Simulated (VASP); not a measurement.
# BN: single point with r2SCAN

The system is BN.

```
CELL_PARAMETERS angstrom
2.50058 0.00000 0.00000
-1.25029 2.16557 0.00000
0.00000 0.00000 6.52364
ATOMIC_POSITIONS crystal
B 0.33333 0.66667 0.25000
B 0.66667 0.33333 0.75000
N 0.33333 0.66667 0.75000
N 0.66667 0.33333 0.25000
```

| Quantity | Value |
| --- | --- |
| Program | VASP 6.6.1 |
| Task | single point |
| Functional | r2SCAN |
| Potentials or basis | VASP PAW PBE potentials, release 64 (B, N) |
| Cutoff | 520 eV |
| k mesh | 9 × 9 × 4 |
| Occupations | gaussian, width 0.01 eV |
| Spin | no spin polarisation |

```
Pressure               : 1.0 GPa
Band gap on the k mesh : 5.01 eV, indirect (least direct gap 5.28 eV)
```

Stress tensor (GPa, compression positive):
```
0.92 0.00 0.00
0.00 0.92 0.00
0.00 0.00 1.29
```

Levels at points of the mesh, in eV from the valence-band top:
```
           k point  band 5  band 6  band 7  band 8  band 9  band 10  band 11  band 12
(0.00, 0.00, 0.00)   -1.35   -1.35   -1.30   -1.30    5.77    11.35    12.32    12.32
(0.00, 0.00, 0.50)   -1.32   -1.32   -1.32   -1.32    8.38     8.38    12.40    12.40
```

Wall time 58 s on 1 thread of Intel(R) Xeon(R) Platinum 8375C CPU @ 2.90GHz (Ice Lake), on a shared host, peak memory 0.15 GiB.

Caveat: the PAW data sets were made with another functional, which shifts forces and pressure a little. A k mesh can miss the band edges.
